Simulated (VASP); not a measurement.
# Sb (R-3m) in VASP: further runs

Sb is run at these levels: r2SCAN; tasks: single point, relaxation of shape and atoms at fixed volume.

All numbers are computed with VASP 6.6.1; they aren't measurements. Logs are shortened: lines on timing, memory, paths and dates and some standing lists are left out, and cuts for length are marked.

**1. The cell of the first run**

It takes space group R-3m (No. 166, trigonal). The conventional cell has a = 4.222 Å, b = 4.222 Å, c = 11.742 Å, α = 90.00°, β = 90.00°, γ = 120.00°. Within 3.7 Å of Sb (site symmetry 3m) lie 6 Sb at 2.83 to 3.48 Å.

**2. Single point, r2SCAN**

Contents of POSCAR:

```
Sb
1.0
    2.1107702111      1.2186537496      3.9141654171
   -2.1107702111      1.2186537496      3.9141654171
    0.0000000000     -2.4373074991      3.9141654171
Sb
2
Direct
    0.2275400000      0.2275400000      0.2275400000
    0.7724600000      0.7724600000      0.7724600000
```

Contents of INCAR.step1:

```
PREC = Accurate
ENCUT = 550
ISMEAR = 0
SIGMA = 0.05
LREAL = F
LASPH = T
NELM = 120
NBANDS = 12
GGA = PE
ALGO = Normal
EDIFF = 1E-5
LWAVE = T
LCHARG = F
GGA_COMPAT = F
```

Contents of INCAR.step2:

```
PREC = Accurate
ENCUT = 550
EDIFF = 1E-6
ISMEAR = 0
SIGMA = 0.05
LREAL = F
LASPH = T
NELM = 120
ALGO = Normal
ISIF = 2
LWAVE = F
LCHARG = F
METAGGA = R2SCAN
LMIXTAU = T
NBANDS = 12
ISTART = 1
GGA_COMPAT = F
```

Contents of KPOINTS:

```
Automatic mesh
0
Gamma
  10 10 10
```

Potentials or basis: VASP PAW PBE potentials, release 64 (Sb).

Launch:

```sh
> cat potpaw_PBE.64/Sb/POTCAR > POTCAR
> cp INCAR.step1 INCAR
> mpirun -np 1 vasp_std > vasp.out
> cp INCAR.step2 INCAR
> mpirun -np 1 vasp_std > vasp.out
```

OUTCAR:

```text
PREC = Accurate
   ENCUT = 550
   EDIFF = 1E-6
   ISMEAR = 0
   LREAL = F
   LASPH = T
   NELM = 120
   ISIF = 2
   METAGGA = R2SCAN
   ISTART = 1

 ion  position               nearest neighbor table
   1  0.228  0.228  0.228-   2 2.83   2 2.83   2 2.83   2 3.48   2 3.48   2 3.48
   2  0.772  0.772  0.772-   1 2.83   1 2.83   1 2.83   1 3.48   1 3.48   1 3.48

  LATTYP: Found a trigonal (rhomboedric) cell.
 ALAT       =     4.6109824070
 COS(alpha) =     0.5808929386

  Lattice vectors:

 A1 = (   2.1107702111,   1.2186537496,   3.9141654171)
 A2 = (  -2.1107702111,   1.2186537496,   3.9141654171)
 A3 = (   0.0000000000,  -2.4373074991,   3.9141654171)

Analysis of symmetry for initial positions (statically):
=====================================================================
 Subroutine PRICEL returns:
 Original cell was already a primitive cell.

 Routine SETGRP: Setting up the symmetry group for a
 trigonal (rhombohedral) supercell.

 Subroutine GETGRP returns: Found 12 space group operations
 (whereof 12 operations were pure point group operations)
 out of a pool of 12 trial point group operations.

The static configuration has the point symmetry D_3d.

Analysis of symmetry for dynamics (positions and initial velocities):
=====================================================================
 Subroutine PRICEL returns:
 Original cell was already a primitive cell.

 Routine SETGRP: Setting up the symmetry group for a
 trigonal (rhombohedral) supercell.

 Subroutine GETGRP returns: Found 12 space group operations
 (whereof 12 operations were pure point group operations)
 out of a pool of 12 trial point group operations.

The dynamic configuration has the point symmetry D_3d.

 Subroutine INISYM returns: Found 12 space group operations
 (whereof 12 operations are pure point group operations),
 and found     1 'primitive' translations

----------------------------------------------------------------------------------------

                                     Primitive cell

  volume of cell :      60.4104

  direct lattice vectors                    reciprocal lattice vectors
     2.110770211  1.218653750  3.914165417     0.236880356  0.136762938  0.085160768
    -2.110770211  1.218653750  3.914165417    -0.236880356  0.136762938  0.085160768
     0.000000000 -2.437307499  3.914165417     0.000000000 -0.273525875  0.085160768

  length of vectors
     4.610982407  4.610982407  4.610982407     0.286476458  0.286476458  0.286476458

  position of ions in fractional coordinates (direct lattice)
     0.227540000  0.227540000  0.227540000
     0.772460000  0.772460000  0.772460000

  ion indices of the primitive-cell ions
   primitive index   ion index
                 1           1
                 2           2

----------------------------------------------------------------------------------------

 KPOINTS: Automatic mesh

Automatic generation of k-mesh.
 Grid dimensions read from file:
 generate k-points for:   10   10   10

 Generating k-lattice:

  Cartesian coordinates                     Fractional coordinates (reciprocal lattice)
     0.023688036  0.013676294  0.008516077     0.100000000  0.000000000  0.000000000
    -0.023688036  0.013676294  0.008516077     0.000000000  0.100000000  0.000000000
     0.000000000 -0.027352588  0.008516077    -0.000000000 -0.000000000  0.100000000

  Length of vectors
     0.028647646  0.028647646  0.028647646

  Shift w.r.t. Gamma in fractional coordinates (k-lattice)
     0.000000000  0.000000000  0.000000000

 Subroutine IBZKPT returns following result:
 ===========================================

 Found    116 irreducible k-points:

 Following reciprocal coordinates:
            Coordinates               Weight
  0.000000  0.000000  0.000000      1.000000
  0.100000  0.000000  0.000000      6.000000
  0.200000  0.000000  0.000000      6.000000
  0.300000 -0.000000  0.000000      6.000000
  0.400000 -0.000000 -0.000000      6.000000
  0.500000 -0.000000  0.000000      3.000000
[... 16 lines left out ...]
  0.300000  0.300000  0.000000      6.000000
  0.400000  0.300000 -0.000000     12.000000
 [... further k-points ...]
   k-points           NKPTS =    116   k-points in BZ     NKDIM =    116   number of bands    NBANDS=     12
   number of dos      NEDOS =    301   number of ions     NIONS =      2
   total plane-waves  NPLWV =  46656
   dimension x,y,z NGX =    36 NGY =   36 NGZ =   36
   dimension x,y,z NGXF=    72 NGYF=   72 NGZF=   72
   ions per type =               2
   NGX,Y,Z   is equivalent  to a cutoff of  12.98, 12.98, 12.98 a.u.
   NGXF,Y,Z  is equivalent  to a cutoff of  25.96, 25.96, 25.96 a.u.
 SYSTEM =  unknown system
   PREC   = accura    normal or accurate (medium, high low for compatibility)
   ISTART =      1    job   : 0-new  1-cont  2-samecut
   ICHARG =      0    charge: 1-file 2-atom 10-const
   ISPIN  =      1    spin polarized calculation?
   LNONCOLLINEAR =      F non collinear calculations
   LSORBIT =      F    spin-orbit coupling
   LASPH  =      T    aspherical Exc in radial PAW
   ENCUT  =  550.0 eV  40.42 Ry    6.36 a.u.   8.82  8.82  8.82*2*pi/ulx,y,z
   NELM   =    120;   NELMIN=  2; NELMDL=  0     # of ELM steps
   EDIFF  = 0.1E-05   stopping-criterion for ELM
   LREAL  =      F    real-space projection
   EDIFFG = 0.1E-04   stopping-criterion for IOM
   NSW    =      0    number of steps for IOM
   IBRION =     -1    ionic relax: 0-MD 1-quasi-New 2-CG
   NFREE  =      0    steps in history (QN), initial steepest desc. (CG)
   ISIF   =      2    stress and relaxation
   ISYM   =      2    0-nonsym 1-usesym 2-fastsym
   POTIM  = 0.5000    time-step for ionic-motion
   TEBEG  =    0.0;   TEEND  =   0.0 temperature during run
   PSTRESS=    0.0 pullay stress
   NELECT =      10.0000    total number of electrons
   NUPDOWN=      -1.0000    fix difference up-down
   EMIN   =  10.00;   EMAX   =-10.00  energy-range for DOS
   EFERMI =   0.00;   METHOD = LEGACY
   ISMEAR =     0;   SIGMA  =   0.05  broadening in eV -4-tet -1-fermi 0-gaus
   EFERMI_NEDOS =   21; number of points for ismear=-14 and -15
   IALGO  =     38    algorithm
   IMIX   =      4    mixing-type and parameters
     AMIX     =   0.40;   BMIX     =  1.00
     AMIX_MAG =   1.60;   BMIX_MAG =  1.00
  volume/ion in A,a.u.               =      30.21       203.83
  Fermi-wavevector in a.u.,A,eV,Ry     =   0.898885  1.698647 10.993436  0.807995
  Thomas-Fermi vector in A             =   2.021650
   LORBIT       =      0    0 simple, 1 ext, 2 COOP (PROOUT), +10 PAW based schemes
   METAGGA = R2SCAN    functional components
   LHFCALC =     F    Hartree Fock is set to
   AEXX    =    0.0000 exact exchange contribution
   IVDW    =     0    specifies the selected vdW correction
   LEPSILON=     F    determine dielectric tensor
   LRPA    =     F    only Hartree local field effects (RPA)
 non-spin polarized calculation
 Gauss-broadening in eV      SIGMA  =   0.05
  energy-cutoff  :      550.00
  volume of cell :       60.41
 maximum number of plane-waves:      1782
   NGX = 17   NGY = 17   NGZ = 17

 number of electron      10.0000000 magnetization

 Free energy of the ion-electron system (eV)
  ---------------------------------------------------
  ext. energy  EPLUGINS =         0.00000000
  ---------------------------------------------------
  free energy    TOTEN  =       -51.30581169 eV

  energy without entropy =      -51.30558025  energy(sigma->0) =      -51.30569597

 E-fermi :   7.4859     XC(G=0):  -9.9474

 val. band max:        7.4150042640   @ k =   0.4000   0.2000   0.2000
 cond. band min:       7.4878247836   @ k =   0.4000   0.1000   0.1000
 fundamental gap:      0.0728205196
 Fermi energy:         7.4859286761

 k-point     1 :       0.0000    0.0000    0.0000
  band No.  band energies     occupation
      1      -6.2778      2.00000
      2       2.4466      2.00000
      3       4.8541      2.00000
      4       5.3082      2.00000
      5       5.3082      2.00000
      6       8.8538      0.00000
      7       9.8867      0.00000
      8       9.8867      0.00000
      9      13.1210      0.00000
     10      13.1210      0.00000
     11      13.5212      0.00000
     12      14.3190      0.00000

 k-point     2 :       0.1000    0.0000    0.0000
  band No.  band energies     occupation
      1      -6.1579      2.00000
      2       1.9249      2.00000
      3       4.8970      2.00000
      4       5.2295      2.00000
      5       5.3734      2.00000
      6       9.0476      0.00000
      7       9.6704      0.00000
      8       9.7754      0.00000
      9      12.4236      0.00000
     10      13.0118      0.00000
     11      13.0148      0.00000
     12      15.1868      0.00000

 k-point     3 :       0.2000    0.0000    0.0000
  band No.  band energies     occupation
      1      -5.8007      2.00000
      2       0.7536      2.00000
      3       4.7693      2.00000
      4       5.0439      2.00000
      5       5.7593      2.00000
      6       8.7777      0.00000
      7       9.3418      0.00000
      8       9.4012      0.00000
      9      12.2417      0.00000
     10      12.8071      0.00000
     11      13.3766      0.00000
     12      16.8521      0.00000

 k-point     4 :       0.3000   -0.0000    0.0000
  band No.  band energies     occupation
      1      -5.2167      2.00000
      2      -0.6072      2.00000
      3       4.6857      2.00000
      4       4.8464      2.00000
      5       6.2057      2.00000
      6       8.1561      0.00000
      7       8.6386      0.00000
      8       8.9224      0.00000
      9      12.7977      0.00000
     10      13.6875      0.00000
     11      14.3779      0.00000
     12      18.3439      0.00000

 k-point     5 :       0.4000   -0.0000   -0.0000
  band No.  band energies     occupation
      1      -4.4435      2.00000
      2      -1.9061      2.00000
      3       4.6929      2.00000
      4       4.7065      2.00000
      5       6.6330      2.00000
      6       7.6007      0.00117
      7       7.9596      0.00000
      8       8.5637      0.00000
      9      13.6767      0.00000
     10      15.3214      0.00000
     11      15.8061      0.00000
     12      16.7362      0.00000
[... 228 lines left out ...]
      1      -4.2546      2.00000
      2      -1.7245      2.00000
      3       2.8260      2.00000
      4       5.0070      2.00000
      5       5.4722      2.00000
      6       8.2025      0.00000
      7       8.5656      0.00000
      8      11.1069      0.00000
      9      12.8366      0.00000
     10      14.4668      0.00000
     11      16.3334      0.00000
     12      17.6744      0.00000

 k-point    22 :      -0.2000    0.2000    0.0000
  band No.  band energies     occupation
      1      -4.9763      2.00000
      2      -0.7193      2.00000
      3       3.3211      2.00000
      4       5.5159      2.00000
      5       5.5972      2.00000
      6       7.9773      0.00000
      7       8.4327      0.00000
      8      10.7718      0.00000
      9      11.9350      0.00000
     10      14.1082      0.00000
     11      16.0354      0.00000
     12      16.6276      0.00000

 k-point    23 :       0.3000    0.3000    0.0000
  band No.  band energies     occupation
      1      -5.0308      2.00000
      2      -0.1200      2.00000
      3       2.9732      2.00000
      4       3.9041      2.00000
      5       4.6462      2.00000
      6       9.0330      0.00000
      7      10.7541      0.00000
      8      11.4964      0.00000
      9      12.6497      0.00000
     10      15.0801      0.00000
     11      15.3009      0.00000
     12      16.9662      0.00000

 k-point    24 :       0.4000    0.3000   -0.0000
  band No.  band energies     occupation
      1      -4.5514      2.00000
      2      -0.7441      2.00000
      3       2.5547      2.00000
      4       3.6126      2.00000
      5       4.2711      2.00000
      6       9.3044      0.00000
      7      11.3541      0.00000
      8      11.7685      0.00000
      9      12.3681      0.00000
     10      16.2051      0.00000
     11      16.3536      0.00000
     12      17.2522      0.00000

 [... further k-points ...]
[... 5 lines left out ...]
  --------------------------------------------------------------------------------------
  -------------------------------------------------------------------------------------
  Total        2.0962952      2.0962952      1.4414979      0.0000000      0.0000000      0.0000000
  in kB       55.5969942     55.5969942     38.2307554      0.0000000      0.0000000      0.0000000
  external PRESSURE =      49.8082479 kB  Pullay stress =       0.0000000 kB

 VOLUME and BASIS-vectors are now :
 -----------------------------------------------------------------------------
  energy-cutoff  :      550.00
  volume of cell :       60.41
      direct lattice vectors                 reciprocal lattice vectors
     2.110770211  1.218653750  3.914165417     0.236880356  0.136762938  0.085160768
    -2.110770211  1.218653750  3.914165417    -0.236880356  0.136762938  0.085160768
     0.000000000 -2.437307499  3.914165417     0.000000000 -0.273525875  0.085160768

 POSITION                                       TOTAL-FORCE (eV/Angst)
 -----------------------------------------------------------------------------------
      0.00000      0.00000      2.67189         0.000000      0.000000      0.904526
      0.00000      0.00000      9.07061         0.000000     -0.000000     -0.904526
 -----------------------------------------------------------------------------------
    total drift:                               -0.000000      0.000000      0.000000

  FREE ENERGIE OF THE ION-ELECTRON SYSTEM (eV)
  ---------------------------------------------------
  free  energy   TOTEN  =       -51.3058116929 eV

  energy  without entropy=      -51.3055802453  energy(sigma->0) =      -51.30569597
```

It took 5.6 min on 1 thread of Oxide Virtual Turin-like, shared host; peak memory 0.23 GiB.

Results:

```
Free energy            : -51.3058 eV
Pressure               : 5.0 GPa
Largest force          : 0.905 eV/Å
Band gap on the k mesh : zero (bands 5 and 6 overlap by 0.34 eV)
```

Forces in eV/Å, atoms in the order of the input:
```
Sb   0.000  0.000  0.905
Sb   0.000  0.000 -0.905
```

Stress tensor (GPa, compression positive):
```
5.56 0.00 0.00
0.00 5.56 0.00
0.00 0.00 3.82
```

Levels at points of the mesh, in eV from the Fermi level:
```
           k point  band 3  band 4  band 5  band 6  band 7  band 8
(0.00, 0.00, 0.00)   -2.63   -2.18   -2.18    1.37    2.40    2.40
(0.50, 0.00, 0.00)   -2.83   -2.77   -0.49   -0.28    0.19    0.95
(0.50, 0.50, 0.00)   -5.62   -4.16   -4.10    1.19    4.94    6.07
(0.50, 0.50, 0.50)   -1.83   -1.83   -0.45    0.38    0.38    1.65
```

Caveat: the cell stands under pressure; the PAW data sets were made with another functional, which shifts forces and pressure a little; spin-orbit coupling is left out, which moves the levels of the heavy elements.

**3. Relaxation of shape and atoms at fixed volume, r2SCAN**

POSCAR is that of step 2.

Contents of INCAR.step1:

```
SYSTEM = Sb
ALGO = Normal ; EDIFF = 1E-5
EDIFFG = -0.005 ; ENCUT = 550
GGA = PE ; GGA_COMPAT = .FALSE.
IBRION = 2 ; ISIF = 3
ISMEAR = 0 ; LASPH = .TRUE.
LCHARG = .FALSE. ; LREAL = .FALSE.
LWAVE = .TRUE. ; NELM = 120
NELMIN = 4 ; NSW = 100
PREC = Accurate ; SIGMA = 0.05
```

Contents of INCAR.step2:

```
SYSTEM = Sb
ALGO = Normal ; EDIFF = 1E-7
EDIFFG = -0.02 ; ENCUT = 550
GGA_COMPAT = .FALSE. ; IBRION = 2
ISIF = 4 ; ISMEAR = 0
ISTART = 1 ; LASPH = .TRUE.
LCHARG = .FALSE. ; LMIXTAU = .TRUE.
LREAL = .FALSE. ; LWAVE = .FALSE.
METAGGA = R2SCAN ; NELM = 120
NELMIN = 4 ; NSW = 60
PREC = Accurate ; SIGMA = 0.05
```

Contents of KPOINTS:

```
k-points
0
G
  10 10 10
  0 0 0
```

Potentials or basis: VASP PAW PBE potentials, release 64 (Sb).

Launch:

```sh
> cat potpaw_PBE.64/Sb/POTCAR > POTCAR
> cp INCAR.step1 INCAR
> mpirun -np 1 vasp_std > vasp.out
> cp INCAR.step2 INCAR
> mpirun -np 1 vasp_std > vasp.out
```

It took 28 min on 1 thread of Oxide Virtual Turin-like, shared host; peak memory 0.23 GiB.

The run converged. Its results:

```
Free energy                  : -51.3841 eV
Energy gained by relaxing    : 39.2 meV/atom
Ionic steps                  : 7
Pressure after relaxing      : 1.6 GPa
Largest force after relaxing : 0.009 eV/Å
Band gap on the k mesh       : zero (bands 5 and 6 overlap by 0.08 eV)
```

Forces in eV/Å, atoms in the order of the input:
```
Sb   0.000  0.000  0.009
Sb   0.000  0.000 -0.009
```

Step by step:
```tsv
step	energy change (eV)	largest force (eV/Å)	pressure (GPa)	volume (Å³)
1	0.0000	0.9044	4.98	60.41
2	-0.0579	0.3045	3.10	60.41
3	-0.0696	0.1192	1.73	60.41
4	-0.0699	0.0767	1.87	60.41
5	-0.0757	0.0413	1.73	60.41
6	-0.0781	0.0224	1.53	60.41
7	-0.0783	0.0093	1.57	60.41
```

Final structure:
```cif
data_structure
_symmetry_space_group_name_H-M 'P 1'
_symmetry_Int_Tables_number 1
_cell_length_a 4.4961
_cell_length_b 4.4961
_cell_length_c 4.4961
_cell_angle_alpha 57.393
_cell_angle_beta 57.393
_cell_angle_gamma 57.393
_cell_volume 60.41
loop_
_atom_site_label
_atom_site_type_symbol
_atom_site_fract_x
_atom_site_fract_y
_atom_site_fract_z
_atom_site_occupancy
Sb1 Sb 0.23409 0.23409 0.23409 1
Sb2 Sb 0.76591 0.76591 0.76591 1
```

Levels at points of the mesh, in eV from the Fermi level:
```csv
k point,band 1,band 2,band 3,band 4,band 5,band 6,band 7,band 8,band 9
"(0.00, 0.00, 0.00)",-13.35,-4.80,-2.27,-2.04,-2.04,2.19,2.80,2.80,5.36
"(0.50, 0.00, 0.00)",-10.85,-10.10,-2.13,-1.97,-0.38,-0.08,0.33,0.42,8.18
"(0.50, 0.50, 0.00)",-10.84,-8.31,-5.74,-4.03,-3.97,1.72,5.18,5.80,7.35
"(0.50, 0.50, 0.50)",-11.69,-9.42,-1.49,-1.49,-0.36,0.02,0.02,1.22,7.57
```

Caveat: the PAW data sets were made with another functional, which shifts forces and pressure a little; spin-orbit coupling is left out, which moves the levels of the heavy elements.

The gap in the log of VASP goes by the Fermi energy; the results here count the filled bands.